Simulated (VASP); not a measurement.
# Ga2S (F-43m) in VASP: notebook

Runs on Ga2S. Level: PBE. Tasks: single point.

Everything below comes from runs of VASP 6.6.1. Logs are shortened: lines on timing, memory, paths and dates and some standing lists are left out, and cuts for length are marked.

## (1) The cell of the first run

It takes space group F-43m (No. 216, cubic). Conventional cell: a = 6.553 Å, b = 6.553 Å, c = 6.553 Å, α = 90.00°, β = 90.00°, γ = 90.00°. Within 3.7 Å of Ga (site symmetry -43m) lie 4 S at 2.84 Å and 4 Ga at 2.84 Å. Within 3.7 Å of Ga (site symmetry -43m) lie 4 Ga at 2.84 Å and 6 S at 3.28 Å. Within 3.7 Å of S (site symmetry -43m) lie 10 Ga at 2.84 to 3.28 Å.

The cell was generated, and may not be a known phase.

## (2) Single point, PBE

INCAR reads:

```
SYSTEM = Ga2S
PREC     = Accurate       ! precision mode
ENCUT    = 500            ! plane-wave cutoff, eV
EDIFF    = 1E-6           ! SCF threshold, eV
ISMEAR   = 0              ! smearing method
SIGMA    = 0.15           ! smearing width, eV
LREAL    = .False.        ! projectors in reciprocal space
LASPH    = .True.         ! aspherical terms in the spheres
NELM     = 120            ! most SCF steps
ALGO     = Normal         ! electronic algorithm
ISIF     = 2              ! what is computed and relaxed
LWAVE    = .False.        ! write WAVECAR
LCHARG   = .False.        ! write CHGCAR
GGA      = PE             ! functional
NBANDS   = 23             ! bands
GGA_COMPAT= .False.
```

KPOINTS reads:

```
Automatic mesh
0
Gamma
  4 4 4
  0 0 0
```

POSCAR reads:

```
Ga2S
1.0
    0.0000000000      3.2763609796      3.2763609796
    3.2763609796      0.0000000000      3.2763609796
    3.2763609796      3.2763609796      0.0000000000
Ga S
2 1
Direct
    0.0000000000      0.0000000000      0.0000000000
    0.2500000000      0.2500000000      0.2500000000
    0.7500000000      0.7500000000      0.7500000000
```

Potentials or basis: VASP PAW PBE potentials, release 64 (Ga_d, S).

On the command line:

```
$ cat potpaw_PBE.64/Ga_d/POTCAR potpaw_PBE.64/S/POTCAR > POTCAR
$ mpirun -np 1 vasp_std > vasp.out
```

OUTCAR:

```text
SYSTEM = Ga2S
   PREC = Accurate
   ENCUT = 500
   EDIFF = 1E-6
   ISMEAR = 0
   LREAL = .False.
   LASPH = .True.
   NELM = 120
   ISIF = 2
   GGA = PE

 ion  position               nearest neighbor table
   1  0.000  0.000  0.000-   2 2.84   3 2.84   3 2.84   3 2.84   3 2.84   2 2.84   2 2.84   2 2.84

   2  0.250  0.250  0.250-   1 2.84   1 2.84   1 2.84   1 2.84
   3  0.750  0.750  0.750-   1 2.84   1 2.84   1 2.84   1 2.84

  LATTYP: Found a face centered cubic cell.
 ALAT       =     6.5527219592

  Lattice vectors:

 A1 = (   0.0000000000,   3.2763609796,   3.2763609796)
 A2 = (   3.2763609796,   0.0000000000,   3.2763609796)
 A3 = (   3.2763609796,   3.2763609796,   0.0000000000)

Analysis of symmetry for initial positions (statically):
=====================================================================
 Subroutine PRICEL returns:
 Original cell was already a primitive cell.

 Routine SETGRP: Setting up the symmetry group for a
 face centered cubic supercell.

 Subroutine GETGRP returns: Found 24 space group operations
 (whereof 24 operations were pure point group operations)
 out of a pool of 48 trial point group operations.

The static configuration has the point symmetry T_d .

Analysis of symmetry for dynamics (positions and initial velocities):
=====================================================================
 Subroutine PRICEL returns:
 Original cell was already a primitive cell.

 Routine SETGRP: Setting up the symmetry group for a
 face centered cubic supercell.

 Subroutine GETGRP returns: Found 24 space group operations
 (whereof 24 operations were pure point group operations)
 out of a pool of 48 trial point group operations.

The dynamic configuration has the point symmetry T_d .

 Subroutine INISYM returns: Found 24 space group operations
 (whereof 24 operations are pure point group operations),
 and found     1 'primitive' translations

----------------------------------------------------------------------------------------

                                     Primitive cell

  volume of cell :      70.3405

  direct lattice vectors                    reciprocal lattice vectors
     0.000000000  3.276360980  3.276360980    -0.152608337  0.152608337  0.152608337
     3.276360980  0.000000000  3.276360980     0.152608337 -0.152608337  0.152608337
     3.276360980  3.276360980  0.000000000     0.152608337  0.152608337 -0.152608337

  length of vectors
     4.633474133  4.633474133  4.633474133     0.264325393  0.264325393  0.264325393

  position of ions in fractional coordinates (direct lattice)
     0.000000000  0.000000000  0.000000000
     0.250000000  0.250000000  0.250000000
     0.750000000  0.750000000  0.750000000

  ion indices of the primitive-cell ions
   primitive index   ion index
                 1           1
                 2           2
                 3           3

----------------------------------------------------------------------------------------

 KPOINTS: Automatic mesh

Automatic generation of k-mesh.
 Grid dimensions read from file:
 generate k-points for:    4    4    4

 Generating k-lattice:

  Cartesian coordinates                     Fractional coordinates (reciprocal lattice)
    -0.038152084  0.038152084  0.038152084     0.250000000  0.000000000  0.000000000
     0.038152084 -0.038152084  0.038152084     0.000000000  0.250000000  0.000000000
     0.038152084  0.038152084 -0.038152084     0.000000000  0.000000000  0.250000000

  Length of vectors
     0.066081348  0.066081348  0.066081348

  Shift w.r.t. Gamma in fractional coordinates (k-lattice)
     0.000000000  0.000000000  0.000000000

 Subroutine IBZKPT returns following result:
 ===========================================

 Found      8 irreducible k-points:

 Following reciprocal coordinates:
            Coordinates               Weight
  0.000000  0.000000  0.000000      1.000000
  0.250000  0.000000  0.000000      8.000000
  0.500000  0.000000  0.000000      4.000000
  0.250000  0.250000  0.000000      6.000000
  0.500000  0.250000  0.000000     24.000000
 -0.250000  0.250000  0.000000     12.000000
  0.500000  0.500000  0.000000      3.000000
 -0.250000  0.500000  0.250000      6.000000
   k-points           NKPTS =      8   k-points in BZ     NKDIM =      8   number of bands    NBANDS=     23
   number of dos      NEDOS =    301   number of ions     NIONS =      3
   total plane-waves  NPLWV =  46656
   dimension x,y,z NGX =    36 NGY =   36 NGZ =   36
   dimension x,y,z NGXF=    72 NGYF=   72 NGZF=   72
   ions per type =               2   1
   NGX,Y,Z   is equivalent  to a cutoff of  12.92, 12.92, 12.92 a.u.
   NGXF,Y,Z  is equivalent  to a cutoff of  25.83, 25.83, 25.83 a.u.
 SYSTEM =  Ga2S
   PREC   = accura    normal or accurate (medium, high low for compatibility)
   ISTART =      0    job   : 0-new  1-cont  2-samecut
   ICHARG =      2    charge: 1-file 2-atom 10-const
   ISPIN  =      1    spin polarized calculation?
   LNONCOLLINEAR =      F non collinear calculations
   LSORBIT =      F    spin-orbit coupling
   LASPH  =      T    aspherical Exc in radial PAW
   ENCUT  =  500.0 eV  36.75 Ry    6.06 a.u.   8.45  8.45  8.45*2*pi/ulx,y,z
   NELM   =    120;   NELMIN=  2; NELMDL= -5     # of ELM steps
   EDIFF  = 0.1E-05   stopping-criterion for ELM
   LREAL  =      F    real-space projection
   EDIFFG = 0.1E-04   stopping-criterion for IOM
   NSW    =      0    number of steps for IOM
   IBRION =     -1    ionic relax: 0-MD 1-quasi-New 2-CG
   NFREE  =      0    steps in history (QN), initial steepest desc. (CG)
   ISIF   =      2    stress and relaxation
   ISYM   =      2    0-nonsym 1-usesym 2-fastsym
   POTIM  = 0.5000    time-step for ionic-motion
   TEBEG  =    0.0;   TEEND  =   0.0 temperature during run
   PSTRESS=    0.0 pullay stress
   NELECT =      32.0000    total number of electrons
   NUPDOWN=      -1.0000    fix difference up-down
   EMIN   =  10.00;   EMAX   =-10.00  energy-range for DOS
   EFERMI =   0.00;   METHOD = LEGACY
   ISMEAR =     0;   SIGMA  =   0.15  broadening in eV -4-tet -1-fermi 0-gaus
   EFERMI_NEDOS =   21; number of points for ismear=-14 and -15
   IALGO  =     38    algorithm
   IMIX   =      4    mixing-type and parameters
     AMIX     =   0.40;   BMIX     =  1.00
     AMIX_MAG =   1.60;   BMIX_MAG =  1.00
  volume/ion in A,a.u.               =      23.45       158.23
  Fermi-wavevector in a.u.,A,eV,Ry     =   1.259089  2.379333 21.569384  1.585305
  Thomas-Fermi vector in A             =   2.392666
   LORBIT       =      0    0 simple, 1 ext, 2 COOP (PROOUT), +10 PAW based schemes
   GGA     = PE    functional components
   LHFCALC =     F    Hartree Fock is set to
   AEXX    =    0.0000 exact exchange contribution
   IVDW    =     0    specifies the selected vdW correction
   LEPSILON=     F    determine dielectric tensor
   LRPA    =     F    only Hartree local field effects (RPA)
 non-spin polarized calculation
 Gauss-broadening in eV      SIGMA  =   0.15
  energy-cutoff  :      500.00
  volume of cell :       70.34
 maximum number of plane-waves:      1812
 NGX is ok and might be reduce to    36
   NGX = 17   NGY = 17   NGZ = 17

 number of electron      31.9999981 magnetization

 Free energy of the ion-electron system (eV)
  ---------------------------------------------------
  ext. energy  EPLUGINS =         0.00000000
  ---------------------------------------------------
  free energy    TOTEN  =        -9.70999558 eV

  energy without entropy =       -9.69447892  energy(sigma->0) =       -9.70223725

 E-fermi :   3.7478     XC(G=0):  -9.4736

 val. band max:        3.6875540577   @ k =  -0.2500   0.5000   0.2500
 cond. band min:       3.7712150990   @ k =  -0.2500   0.5000   0.2500
 fundamental gap:      0.0836610413
 Fermi energy:         3.7478041385

 k-point     1 :       0.0000    0.0000    0.0000
  band No.  band energies     occupation
      1     -11.4010      2.00000
      2     -11.4010      2.00000
      3     -11.4010      2.00000
      4     -11.3799      2.00000
      5     -11.3799      2.00000
      6     -11.1160      2.00000
[... 15 lines left out ...]
     22       7.8074      0.00000
     23      10.4882      0.00000

 k-point     2 :       0.2500    0.0000    0.0000
  band No.  band energies     occupation
      1     -11.4075      2.00000
      2     -11.4075      2.00000
      3     -11.3998      2.00000
      4     -11.3719      2.00000
      5     -11.3719      2.00000
      6     -11.1312      2.00000
[... 15 lines left out ...]
     22       9.3727      0.00000
     23      12.5762      0.00000

 k-point     3 :       0.5000    0.0000    0.0000
  band No.  band energies     occupation
      1     -11.4089      2.00000
      2     -11.4089      2.00000
      3     -11.3978      2.00000
      4     -11.3695      2.00000
      5     -11.3695      2.00000
      6     -11.1481      2.00000
[... 15 lines left out ...]
     22      11.0557      0.00000
     23      12.4225      0.00000

 k-point     4 :       0.2500    0.2500    0.0000
  band No.  band energies     occupation
      1     -11.4111      2.00000
      2     -11.4063      2.00000
      3     -11.4063      2.00000
      4     -11.3713      2.00000
      5     -11.3670      2.00000
      6     -11.1449      2.00000
[... 15 lines left out ...]
     22       9.7915      0.00000
     23      11.1997      0.00000

 k-point     5 :       0.5000    0.2500    0.0000
  band No.  band energies     occupation
      1     -11.4252      2.00000
      2     -11.4111      2.00000
      3     -11.3941      2.00000
      4     -11.3726      2.00000
      5     -11.3602      2.00000
      6     -11.1417      2.00000
[... 15 lines left out ...]
     22      10.7954      0.00000
     23      12.8110      0.00000

 k-point     6 :      -0.2500    0.2500    0.0000
  band No.  band energies     occupation
      1     -11.4210      2.00000
      2     -11.4142      2.00000
      3     -11.3885      2.00000
      4     -11.3731      2.00000
      5     -11.3627      2.00000
      6     -11.1322      2.00000
[... 15 lines left out ...]
     22       9.9714      0.00000
     23      11.7102      0.00000

 k-point     7 :       0.5000    0.5000    0.0000
  band No.  band energies     occupation
      1     -11.4118      2.00000
      2     -11.4118      2.00000
      3     -11.4044      2.00000
      4     -11.3935      2.00000
      5     -11.3531      2.00000
      6     -11.1489      2.00000
[... 15 lines left out ...]
     22      11.3734      0.00000
     23      12.5305      0.00000

 k-point     8 :      -0.2500    0.5000    0.2500
  band No.  band energies     occupation
      1     -11.4314      2.00000
      2     -11.4217      2.00000
      3     -11.3818      2.00000
      4     -11.3710      2.00000
      5     -11.3597      2.00000
      6     -11.1380      2.00000
[... 15 lines left out ...]
     22      10.9455      0.00000
     23      14.0342      0.00000

------------------------ aborting loop because EDIFF is reached ----------------------------------------

  FORCE on cell =-STRESS in cart. coord.  units (eV):
  Direction    XX          YY          ZZ          XY          YZ          ZX
  --------------------------------------------------------------------------------------
  -------------------------------------------------------------------------------------
  Total       -0.0973525     -0.0973525     -0.0973525      0.0000000     -0.0000000     -0.0000000
  in kB       -2.2174432     -2.2174432     -2.2174432      0.0000000     -0.0000000     -0.0000000
  external PRESSURE =      -2.2174432 kB  Pullay stress =       0.0000000 kB

 VOLUME and BASIS-vectors are now :
 -----------------------------------------------------------------------------
  energy-cutoff  :      500.00
  volume of cell :       70.34
      direct lattice vectors                 reciprocal lattice vectors
     0.000000000  3.276360980  3.276360980    -0.152608337  0.152608337  0.152608337
     3.276360980  0.000000000  3.276360980     0.152608337 -0.152608337  0.152608337
     3.276360980  3.276360980  0.000000000     0.152608337  0.152608337 -0.152608337

 POSITION                                       TOTAL-FORCE (eV/Angst)
 -----------------------------------------------------------------------------------
      0.00000      0.00000      0.00000        -0.000000     -0.000000     -0.000000
      1.63818      1.63818      1.63818         0.000000      0.000000      0.000000
      4.91454      4.91454      4.91454         0.000000      0.000000      0.000000
 -----------------------------------------------------------------------------------
    total drift:                               -0.000000     -0.000000      0.000000

  FREE ENERGIE OF THE ION-ELECTRON SYSTEM (eV)
  ---------------------------------------------------
  free  energy   TOTEN  =        -9.7099955779 eV

  energy  without entropy=       -9.6944789236  energy(sigma->0) =       -9.70223725
```

Wall time 24 s (1 thread of AMD EPYC 7R13, shared host); peak memory 0.2 GiB.

What came out:

```
Free energy            : -9.7100 eV
Pressure               : -0.2 GPa
Band gap on the k mesh : zero (bands 16 and 17 overlap by 0.05 eV)
```

Levels at points of the mesh, in eV from the Fermi level:
| k point | band 12 | band 13 | band 14 | band 15 | band 16 | band 17 | band 18 | band 19 | band 20 | band 21 |
| --- | --- | --- | --- | --- | --- | --- | --- | --- | --- | --- |
| (0.00, 0.00, 0.00) | -6.47 | -2.43 | -2.43 | -2.43 | 0.08 | 1.12 | 1.12 | 1.12 | 4.06 | 4.06 |
| (0.50, 0.00, 0.00) | -7.70 | -3.70 | -2.73 | -2.73 | -0.82 | 0.41 | 0.41 | 3.26 | 5.98 | 5.98 |
| (0.50, 0.50, 0.00) | -6.82 | -5.52 | -3.83 | -3.83 | -0.70 | 2.65 | 2.65 | 3.45 | 5.30 | 7.63 |

Caveat: the k points lie up to 0.42 Å⁻¹ apart.

## (3) Single point, PBE

This run uses another cell than the first one, of 23.15 Å³/atom.

INCAR reads:

```
PREC = Accurate
ENCUT = 500
EDIFF = 1E-6
ISMEAR = 0
SIGMA = 0.15
LREAL = False
LASPH = True
NELM = 120
ALGO = Normal
ISIF = 2
LWAVE = False
LCHARG = False
GGA = PE
NBANDS = 23
GGA_COMPAT = False
```

KPOINTS reads:

```
regular mesh
0
Gamma
  4 4 4
```

POSCAR reads:

```
Ga2S
1.0
    0.0000000000      3.2625728691      3.2625728691
    3.2625728691      0.0000000000      3.2625728691
    3.2625728691      3.2625728691      0.0000000000
Ga S
2 1
Direct
    0.7500000000      0.7500000000      0.7500000000
    0.5000000000      0.5000000000      0.5000000000
    0.0000000000      0.0000000000      0.0000000000
```

Potentials or basis: VASP PAW PBE potentials, release 64 (Ga_d, S).

On the command line:

```
$ cat potpaw_PBE.64/Ga_d/POTCAR potpaw_PBE.64/S/POTCAR > POTCAR
$ mpirun -np 1 vasp_std > vasp.out
```

It took 22 s on 1 thread of AMD EPYC 7R13, shared host; peak memory 0.2 GiB.

The run converged. Its results:

| Item | Value |
| --- | --- |
| Free energy | -9.7105 eV |
| Pressure | 0.2 GPa |
| Band gap on the k mesh | zero (bands 16 and 17 overlap by 0.12 eV) |

Levels at points of the mesh, in eV from the Fermi level:
| k point | band 14 | band 15 | band 16 | band 17 | band 18 | band 19 |
| --- | --- | --- | --- | --- | --- | --- |
| (0.00, 0.00, 0.00) | -2.47 | -2.47 | 0.15 | 1.10 | 1.10 | 1.10 |
| (0.50, 0.00, 0.00) | -2.79 | -2.79 | -0.82 | 0.38 | 0.38 | 3.31 |
| (0.50, 0.50, 0.00) | -3.90 | -3.90 | -0.71 | 2.67 | 2.67 | 3.46 |

Caveat: the k points lie up to 0.42 Å⁻¹ apart.

The gap in the log of VASP goes by the Fermi energy; the results here count the filled bands.